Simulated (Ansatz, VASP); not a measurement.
**Two plane-wave programs on CdSe**

INCAR

```
PREC = Accurate ; ENCUT = 520
EDIFF = 1E-6 ; ISMEAR = 0
SIGMA = 0.05 ; LREAL = F
LASPH = T ; NELM = 80
ALGO = Normal ; ISIF = 2
LWAVE = F ; LCHARG = F
GGA = PE ; NBANDS = 26
```

KPOINTS

```
Automatic mesh
0
Gamma
  6 6 4
```

POSCAR

```
CdSe
1.0
    4.5134249099      0.0000000000      0.0000000000
   -2.2567124550      3.9087406301      0.0000000000
    0.0000000000      0.0000000000      6.8398200000
Cd Se
2 2
Direct
    0.6666666667      0.3333333333      0.0000000000
    0.3333333333      0.6666666667      0.5000000000
    0.6666666667      0.3333333333      0.3750000000
    0.3333333333      0.6666666667      0.8750000000
```

Input for Ansatz:

```yaml
crystal:
  lattice:
    - [4.5134249099, 0.0, 0.0]
    - [-2.256712455, 3.9087406301, 0.0]
    - [0.0, 0.0, 6.83982]
  atoms:
    - { symbol: Cd, position: [0.6666666667, 0.3333333333, 0.0] }
    - { symbol: Cd, position: [0.3333333333, 0.6666666667, 0.5] }
    - { symbol: Se, position: [0.6666666667, 0.3333333333, 0.375] }
    - { symbol: Se, position: [0.3333333333, 0.6666666667, 0.875] }
basis:
  ecutwfc: 420
kpoints:
  mp_grid: { grid: [6, 6, 4] }
hamiltonian:
  xc: pbe
scf:
  occupations: { method: gaussian, width: 0.05 }
output:
  forces: true
  stress: true
  eigenvalues: true
```

Change from the starting cell: strain +0.050 along x and y, -0.025 along z, atoms carried along.

Alike in both runs: task single point; functional PBE; k mesh 6 × 6 × 4; occupations gaussian, width 0.05 eV; no spin polarisation.

|  | VASP | Ansatz |
| --- | --- | --- |
| version | VASP 6.6.1 | Ansatz 0.2.0 |
| potentials or method | VASP PAW PBE potentials, release 64 (Cd, Se), cutoff 520 eV | scalar-relativistic, plane waves, PAW |
| valence electrons in the cell | 36 | 72 |

VASP gave:

* gap on the k mesh at the Fermi level (eV): 0.55
* least direct gap on the mesh (eV): 0.55
* pressure (GPa): 0.1
* traceless stress, the component that is largest in VASP (GPa): 4.25
* rms of the force components (eV/Å): 0.337

Estimate Ansatz's values.

gap on the k mesh at the Fermi level (eV): 0.56; least direct gap on the mesh (eV): 0.56; pressure (GPa): -0.1; traceless stress, the component that is largest in VASP (GPa): 4.14; rms of the force components (eV/Å): 0.324.

Atom by atom the forces differ by 0.013 eV/Å (rms over components). The functional is the same, so the differences come from potentials, cutoffs and numerics. VASP's potentials hold 36 valence electrons a cell and Ansatz's 72, so a difference there can come from the potentials and not from the codes.
